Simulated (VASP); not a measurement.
# B18N19 (a cell with a defect) in VASP: single point with PBEsol

Aim: the single point of B18N19 (a cell with a defect) with PBEsol.

Everything below comes from runs of VASP 6.6.1. Logs are shortened: lines on timing, memory, paths and dates and some standing lists are left out, and cuts for length are marked.

### 1 The cell of the first run

The cell holds a defect, 37 atoms: a = 7.495 Å, b = 7.495 Å, c = 6.636 Å, α = 90.00°, β = 90.00°, γ = 120.00°.

### 2 Single point, PBEsol, collinear spin

Input file INCAR:

```
SYSTEM = B18N19
PREC     = Accurate       ! precision mode
ENCUT    = 520            ! plane-wave cutoff, eV
EDIFF    = 1E-6           ! SCF threshold, eV
ISMEAR   = -1             ! smearing method
SIGMA    = 0.002          ! smearing width, eV
LREAL    = Auto         
LASPH    = .True.         ! aspherical terms in the spheres
NELM     = 150            ! most SCF steps
ALGO     = Normal         ! electronic algorithm
ISIF     = 2              ! what is computed and relaxed
LWAVE    = .False.        ! write WAVECAR
LCHARG   = .False.        ! write CHGCAR
ISPIN    = 2              ! spin polarisation
MAGMOM   = 0 0 0 0 0 0 0 0 0 0 0 0 0 0 0 0 0 0 0 0 0 0 0 0 0 0 0 0 0 0 0 0 0 0 0 0 1 ! initial moments
LORBIT   = 11             ! projections on sites
GGA      = PS             ! functional
NBANDS   = 102            ! bands
```

Input file KPOINTS:

```
Automatic mesh
0
Gamma
  2 2 2
  0 0 0
```

Input file POSCAR:

```
B18N19
1.0
    7.4947200000      0.0000000000      0.0000000000
   -3.7473600000      6.4906180000      0.0000000000
    0.0000000000      0.0000000000      6.6357000000
B N
18 19
Direct
    0.1127309302      0.2338144072      0.2880178429
    0.2147813345      0.0579143619      0.7028195970
    0.1416209194      0.5637059522      0.2656539627
    0.1928714116      0.4334564135      0.7854333379
    0.1338881568      0.8990207096      0.2854258029
    0.2029914605      0.7416859227      0.7582319876
    0.4833180539      0.2562159720      0.2113718221
    0.5715673130      0.1132095588      0.7860361379
    0.4614056538      0.5695759633      0.2231565622
    0.5435731489      0.4333793793      0.7833687478
    0.4582055282      0.9137958820      0.2195548322
    0.5662142435      0.8010485288      0.8419759784
    0.7939957660      0.2313030901      0.2518046325
    0.8742140348      0.0710872216      0.7934957879
    0.8077491597      0.5756462636      0.2445258224
    0.8617072965      0.4414987910      0.8016185180
    0.8026031580      0.9132258284      0.2562954926
    0.8845684190      0.7810812468      0.8105700981
    0.0894571104      0.1880406457      0.7533342375
    0.2590092556      0.1490921203      0.3137724731
    0.0906126308      0.5427064110      0.8002320780
    0.2459473676      0.4476769392      0.2481275525
    0.0883443471      0.8422772685      0.7591663276
    0.2370091074      0.7787394051      0.2402911524
    0.4454049634      0.2222592671      0.7533493075
    0.5856696595      0.1357035647      0.2028422020
    0.4572844291      0.5602394102      0.7726841177
    0.5659442625      0.4555190276      0.2025558720
    0.4342799816      0.8888675932      0.7982126980
    0.5689619745      0.7889849626      0.2285365523
    0.7795532938      0.2105038380      0.7879801679
    0.8918418674      0.1239019150      0.2542610425
    0.7586162705      0.5594382538      0.8293171783
    0.9128942538      0.4516210937      0.2809952228
    0.7841892822      0.8788531385      0.8660578387
    0.8977978065      0.7812815359      0.2624741926
    0.2294626445      0.0182417144      0.4845005048
```

Potentials or basis: VASP PAW PBE potentials, release 64 (B, N).

Run with:

```
$ cat potpaw_PBE.64/B/POTCAR potpaw_PBE.64/N/POTCAR > POTCAR
$ mpirun -np 1 vasp_std > vasp.out
```

OUTCAR:

```text
SYSTEM = B18N19
   PREC = Accurate
   ENCUT = 520
   EDIFF = 1E-6
   ISMEAR = -1
   LREAL = Auto
   LASPH = .True.
   NELM = 150
   ISIF = 2
   ISPIN = 2
   LORBIT = 11
   GGA = PS

 ion  position               nearest neighbor table
   1  0.113  0.234  0.288-  22 1.43  32 1.45  20 1.53
   2  0.215  0.058  0.703-  23 1.46  37 1.49  25 1.58  19 1.69
   3  0.142  0.564  0.266-  24 1.41  22 1.44  34 1.49
   4  0.193  0.433  0.785-  21 1.38  19 1.61  27 1.72
   5  0.134  0.899  0.285-  24 1.48  36 1.54  37 1.55  20 1.63
   6  0.203  0.742  0.758-  21 1.32  23 1.40  29 1.54
   7  0.483  0.256  0.211-  28 1.30  26 1.45  20 1.61
   8  0.572  0.113  0.786-  31 1.35  29 1.47  25 1.54
   9  0.461  0.570  0.223-  22 1.41  30 1.42  28 1.43
  10  0.544  0.433  0.783-  25 1.39  27 1.39  33 1.44
  11  0.458  0.914  0.220-  26 1.45  24 1.45  30 1.53
  12  0.566  0.801  0.842-  35 1.44  29 1.46  27 1.63
  13  0.794  0.231  0.252-  32 1.33  26 1.39  34 1.44
  14  0.874  0.071  0.793-  35 1.34  19 1.42  31 1.53
  15  0.808  0.576  0.245-  36 1.34  34 1.51  28 1.59
  16  0.862  0.441  0.802-  33 1.45  21 1.49  31 1.52
  17  0.803  0.913  0.256-  32 1.37  36 1.48  30 1.53
[... 6 lines left out ...]
  24  0.237  0.779  0.240-   3 1.41  11 1.45   5 1.48
  25  0.445  0.222  0.753-  10 1.39   8 1.54   2 1.58
  26  0.586  0.136  0.203-  13 1.39   7 1.45  11 1.45
[... 9 lines left out ...]
  36  0.898  0.781  0.262-  15 1.34  17 1.48   5 1.54
  37  0.229  0.018  0.485-  20 1.44   2 1.49   5 1.55

  LATTYP: Found a hexagonal cell.
 ALAT       =     7.4947200000
 C/A-ratio  =     0.8853833099

  Lattice vectors:

 A1 = (   7.4947200000,   0.0000000000,   0.0000000000)
 A2 = (  -3.7473600000,   6.4906180000,   0.0000000000)
 A3 = (   0.0000000000,   0.0000000000,   6.6357000000)

Analysis of symmetry for initial positions (statically):
=====================================================================
 Subroutine PRICEL returns:
 Original cell was already a primitive cell.

 Routine SETGRP: Setting up the symmetry group for a
 hexagonal supercell.

 Subroutine GETGRP returns: Found  1 space group operations
 (whereof  1 operations were pure point group operations)
 out of a pool of 24 trial point group operations.

The static configuration has the point symmetry C_1 .

Analysis of symmetry for dynamics (positions and initial velocities):
=====================================================================
 Subroutine PRICEL returns:
 Original cell was already a primitive cell.

 Routine SETGRP: Setting up the symmetry group for a
 hexagonal supercell.

 Subroutine GETGRP returns: Found  1 space group operations
 (whereof  1 operations were pure point group operations)
 out of a pool of 24 trial point group operations.

The dynamic configuration has the point symmetry C_1 .

Analysis of structural, dynamic, and magnetic symmetry:
=====================================================================
 Subroutine PRICEL returns:
 Original cell was already a primitive cell.

 Routine SETGRP: Setting up the symmetry group for a
 hexagonal supercell.

 Subroutine GETGRP returns: Found  1 space group operations
 (whereof  1 operations were pure point group operations)
 out of a pool of 24 trial point group operations.

The overall configuration has the point symmetry C_1 .

 Subroutine INISYM returns: Found  1 space group operations
 (whereof  1 operations are pure point group operations),
 and found     1 'primitive' translations

----------------------------------------------------------------------------------------

                                     Primitive cell

  volume of cell :     322.7960

  direct lattice vectors                    reciprocal lattice vectors
     7.494720000  0.000000000  0.000000000     0.133427266  0.077034267  0.000000000
    -3.747360000  6.490618000  0.000000000     0.000000000  0.154068534  0.000000000
     0.000000000  0.000000000  6.635700000     0.000000000  0.000000000  0.150700002

  length of vectors
[... 115 lines left out ...]
  0.000000  0.500000  0.500000      1.000000
  0.500000  0.500000  0.500000      1.000000
   k-points           NKPTS =      8   k-points in BZ     NKDIM =      8   number of bands    NBANDS=    102
   number of dos      NEDOS =    301   number of ions     NIONS =     37
   total plane-waves  NPLWV = 156800
   dimension x,y,z NGX =    56 NGY =   56 NGZ =   50
   dimension x,y,z NGXF=   112 NGYF=  112 NGZF=  100
   ions per type =              18  19
   NGX,Y,Z   is equivalent  to a cutoff of  12.42, 12.42, 12.53 a.u.
   NGXF,Y,Z  is equivalent  to a cutoff of  24.84, 24.84, 25.05 a.u.
 SYSTEM =  B18N19
   PREC   = accura    normal or accurate (medium, high low for compatibility)
   ISTART =      0    job   : 0-new  1-cont  2-samecut
   ICHARG =      2    charge: 1-file 2-atom 10-const
   ISPIN  =      2    spin polarized calculation?
   LNONCOLLINEAR =      F non collinear calculations
   LSORBIT =      F    spin-orbit coupling
   LASPH  =      T    aspherical Exc in radial PAW
   ENCUT  =  520.0 eV  38.22 Ry    6.18 a.u.  13.94 13.94 12.34*2*pi/ulx,y,z
   NELM   =    150;   NELMIN=  2; NELMDL= -5     # of ELM steps
   EDIFF  = 0.1E-05   stopping-criterion for ELM
   LREAL  =      T    real-space projection
   EDIFFG = 0.1E-04   stopping-criterion for IOM
   NSW    =      0    number of steps for IOM
   IBRION =     -1    ionic relax: 0-MD 1-quasi-New 2-CG
   NFREE  =      0    steps in history (QN), initial steepest desc. (CG)
   ISIF   =      2    stress and relaxation
   ISYM   =      2    0-nonsym 1-usesym 2-fastsym
   POTIM  = 0.5000    time-step for ionic-motion
   TEBEG  =    0.0;   TEEND  =   0.0 temperature during run
   PSTRESS=    0.0 pullay stress
   NELECT =     149.0000    total number of electrons
   NUPDOWN=      -1.0000    fix difference up-down
   EMIN   =  10.00;   EMAX   =-10.00  energy-range for DOS
   EFERMI =   0.00;   METHOD = LEGACY
   ISMEAR =    -1;   SIGMA  =   0.00  broadening in eV -4-tet -1-fermi 0-gaus
   EFERMI_NEDOS =   21; number of points for ismear=-14 and -15
   IALGO  =     38    algorithm
   IMIX   =      4    mixing-type and parameters
     AMIX     =   0.40;   BMIX     =  1.00
     AMIX_MAG =   1.60;   BMIX_MAG =  1.00
  volume/ion in A,a.u.               =       8.72        58.87
  Fermi-wavevector in a.u.,A,eV,Ry     =   1.265205  2.390891 21.779435  1.600743
  Thomas-Fermi vector in A             =   2.398470
   LORBIT       =     11    0 simple, 1 ext, 2 COOP (PROOUT), +10 PAW based schemes
   GGA     = PS    functional components
   LHFCALC =     F    Hartree Fock is set to
   AEXX    =    0.0000 exact exchange contribution
   IVDW    =     0    specifies the selected vdW correction
   LEPSILON=     F    determine dielectric tensor
   LRPA    =     F    only Hartree local field effects (RPA)
 spin polarized calculation
  energy-cutoff  :      520.00
  volume of cell :      322.80
 maximum number of plane-waves:      8725
 NGX is ok and might be reduce to    56
   NGX = 27   NGY = 27   NGZ = 25

 number of electron     148.9999992 magnetization       0.9999948

 Free energy of the ion-electron system (eV)
  ---------------------------------------------------
  ext. energy  EPLUGINS =         0.00000000
  ---------------------------------------------------
  free energy    TOTEN  =      -322.03578065 eV

  energy without entropy =     -322.03554811  energy(sigma->0) =     -322.03566438

 E-fermi :   3.2982     XC(G=0): -10.4851

 val. band max:        3.2950706140   @ k =   0.5000   0.5000   0.5000
 cond. band min:       3.3012488709   @ k =   0.0000   0.5000   0.5000
 fundamental gap:      0.0061782569
 Fermi energy:         3.2981597425

 spin component 1

 k-point     1 :       0.0000    0.0000    0.0000
  band No.  band energies     occupation
      1     -17.3213      1.00000
      2     -15.4091      1.00000
      3     -15.1375      1.00000
      4     -14.2603      1.00000
      5     -14.1830      1.00000
      6     -13.8057      1.00000
[... 701 lines left out ...]
     85       8.9083      0.00000
     86       9.3907      0.00000
 Fermi energy:         3.2981597425

 spin component 2

 k-point     1 :       0.0000    0.0000    0.0000
  band No.  band energies     occupation
      1     -17.0891      1.00000
      2     -15.3772      1.00000
      3     -15.1128      1.00000
      4     -14.2464      1.00000
      5     -14.1640      1.00000
      6     -13.7950      1.00000
[... 701 lines left out ...]
     85       8.9429      0.00000
     86       9.4323      0.00000
 [bands above 86 left out]

------------------------ aborting loop because EDIFF is reached ----------------------------------------

  FORCE on cell =-STRESS in cart. coord.  units (eV):
  Direction    XX          YY          ZZ          XY          YZ          ZX
  --------------------------------------------------------------------------------------
  -------------------------------------------------------------------------------------
  Total        7.2268759     24.0120998      5.8014236     -6.7672744     -9.9476404     -2.9533874
  in kB       35.8701320    119.1825072     28.7949913    -33.5889297    -49.3744710    -14.6589475
  external PRESSURE =      61.2825435 kB  Pullay stress =       0.0000000 kB

 VOLUME and BASIS-vectors are now :
 -----------------------------------------------------------------------------
  energy-cutoff  :      520.00
  volume of cell :      322.80
      direct lattice vectors                 reciprocal lattice vectors
     7.494720000  0.000000000  0.000000000     0.133427266  0.077034267  0.000000000
    -3.747360000  6.490618000  0.000000000     0.000000000  0.154068534  0.000000000
     0.000000000  0.000000000  6.635700000     0.000000000  0.000000000  0.150700002

 POSITION                                       TOTAL-FORCE (eV/Angst)
 -----------------------------------------------------------------------------------
     -0.03130      1.51760      1.91120         2.222369      1.298119     -0.764208
      1.39270      0.37590      4.66370        -1.887482      4.873878      0.264964
     -1.05100      3.65880      1.76280        -2.056248     -0.417127     -0.704698
     -0.17880      2.81340      5.21190         5.934701     -3.211702     -1.697627
     -2.36550      5.83520      1.89400        -0.318090     -1.416093      2.266157
     -1.25800      4.81400      5.03140         0.902140      5.614587      1.734577
[... 29 lines left out ...]
      3.80100      5.07100      1.74170         0.871821      5.782138      0.635973
      1.65140      0.11840      3.21500        -0.909611      0.177458     -2.169548
 -----------------------------------------------------------------------------------
    total drift:                                0.001114     -0.007450     -0.000447

  FREE ENERGIE OF THE ION-ELECTRON SYSTEM (eV)
  ---------------------------------------------------
  free  energy   TOTEN  =      -322.0357806485 eV

  energy  without entropy=     -322.0355481100  energy(sigma->0) =     -322.03566438

 total charge

# of ion       s       p       d       tot
------------------------------------------
    1        0.727   1.357   0.000   2.085
    2        0.679   1.363   0.000   2.042
    3        0.743   1.437   0.000   2.180
    4        0.693   1.208   0.000   1.901
    5        0.671   1.345   0.000   2.016
    6        0.767   1.520   0.000   2.287
[... 29 lines left out ...]
   36        1.224   2.780   0.000   4.004
   37        1.278   2.517   0.000   3.795
--------------------------------------------------
tot         36.671  77.829   0.000 114.500

 magnetization (x)

# of ion       s       p       d       tot
------------------------------------------
    1        0.003   0.009   0.000   0.011
    2       -0.002  -0.009   0.000  -0.011
    3        0.000   0.000   0.000   0.000
    4        0.000   0.000   0.000   0.001
    5       -0.001   0.006   0.000   0.005
    6       -0.000   0.001   0.000   0.001
[... 29 lines left out ...]
   36        0.001   0.028   0.000   0.029
   37        0.011   0.333   0.000   0.344
--------------------------------------------------
tot          0.026   0.702   0.000   0.728
```

It took 14 min on 1 thread of Intel Xeon 6975P-C (Granite Rapids), shared host; peak memory 0.72 GiB.

What came out:

```
Free energy                                           : -322.0358 eV
Pressure                                              : 6.1 GPa
Largest force                                         : 7.805 eV/Å
Band gap on the k mesh                                : zero (filled and empty bands overlap)
Net moment                                            : 1.00 μB per cell
Site moments                                          : B +0.01, -0.01, +0.00, +0.02, -0.00 (each value once); N +0.05, +0.02, +0.01, +0.03, +0.08, +0.04, +0.00, +0.34 (each value once) μB
Valence electrons inside the program's atomic spheres : B 2.08, 2.04, 2.18, 1.90, 2.02, 2.29, 2.23, 2.19, 2.24, 2.32, 2.06, 1.98, 2.39, 2.27, 2.10, 2.13, 2.36 (each value once); N 3.82, 3.85, 4.12, 4.05, 4.08, 4.01, 3.92, 4.04, 4.06, 3.93, 3.99, 4.13, 3.95, 4.17, 4.00, 3.79 (each value once)
```

Forces in eV/Å, atoms in the order of the input:
```
B    2.222  1.298 -0.764
B   -1.887  4.874  0.265
B   -2.056 -0.417 -0.705
B    5.935 -3.212 -1.698
B   -0.318 -1.416  2.266
B    0.902  5.615  1.735
B   -0.729 -4.738  1.914
B   -6.037 -1.209 -0.919
B    0.797  0.050  0.311
B   -0.677  1.607  0.253
B    2.111 -2.855  0.269
B   -0.897 -5.981 -2.215
B   -2.332  3.695 -0.338
B    0.172  7.788 -0.497
B   -0.874 -4.527 -0.426
B    2.465 -0.995  0.177
B   -1.676 -5.627 -1.190
B    3.179 -5.111  0.153
N    1.378  2.260 -0.466
N   -0.276 -1.979 -1.774
N   -0.577 -4.033  0.306
N   -2.882  0.366  0.437
N   -0.646  2.734  0.770
N    0.461  2.639 -0.826
N    2.054 -3.431  0.940
N   -3.210 -1.387  0.536
N   -6.623  0.911  1.504
N    3.165  5.600  0.593
N    2.263 -1.244 -0.003
N    0.108  2.593  0.492
N    0.497  1.164  0.479
N    6.096 -0.404  1.613
N    3.547 -2.845 -1.240
N   -1.203  1.301 -0.608
N   -4.413  0.957  0.189
N    0.872  5.782  0.636
N   -0.910  0.177 -2.170
```

Caveat: the k points lie up to 0.48 Å⁻¹ apart; the atoms stand as in a frame of molecular dynamics; the PAW data sets were made with another functional, which shifts forces and pressure a little.
